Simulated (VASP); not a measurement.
Set up this calculation in VASP 6.6.1, as the native input.

```
Task                   : single point
Functional             : PBE
Potentials or basis    : VASP PAW PBE potentials, release 64 (B, As)
Cutoff                 : 520 eV
k mesh                 : 7 × 7 × 7
Occupations            : gaussian, width 0.01 eV
Spin                   : no spin polarisation
Dipole correction      : no
Further INCAR settings : ALGO = Normal; EDIFF = 1e-06; NBANDS = 11
```

The structure of BAs lies in POSCAR:

```
BAs
1.0
    0.0000000000      2.4044335175      2.4044335175
    2.4044335175      0.0000000000      2.4044335175
    2.4044335175      2.4044335175      0.0000000000
B As
1 1
Direct
    0.0000000000      0.0000000000      0.0000000000
    0.2500000000      0.2500000000      0.2500000000
```

The input as run:

INCAR

```
SYSTEM = BAs
PREC = Accurate
ENCUT = 520
EDIFF = 1E-6
ISMEAR = 0
SIGMA = 0.01
LREAL = .False.
LASPH = .True.
NELM = 100
ALGO = Normal
ISIF = 2
LWAVE = .False.
LCHARG = .False.
GGA = PE
NBANDS = 11
```

KPOINTS

```
regular mesh
0
Gamma
  7 7 7
  0 0 0
```

Potentials or basis: VASP PAW PBE potentials, release 64 (B, As).

The run is started by

```console
$ cat potpaw_PBE.64/B/POTCAR potpaw_PBE.64/As/POTCAR > POTCAR
$ mpirun -np 1 vasp_std > vasp.out
```

It gave:

```yaml
Pressure: 0.6 GPa
Band_gap_on_the_k_mesh: 1.22 eV, indirect (least direct gap 3.25 eV)
```

Wall time 10 s on 1 thread of AMD EPYC 9R45 (Zen 5) (shared host), peak memory 0.12 GiB.
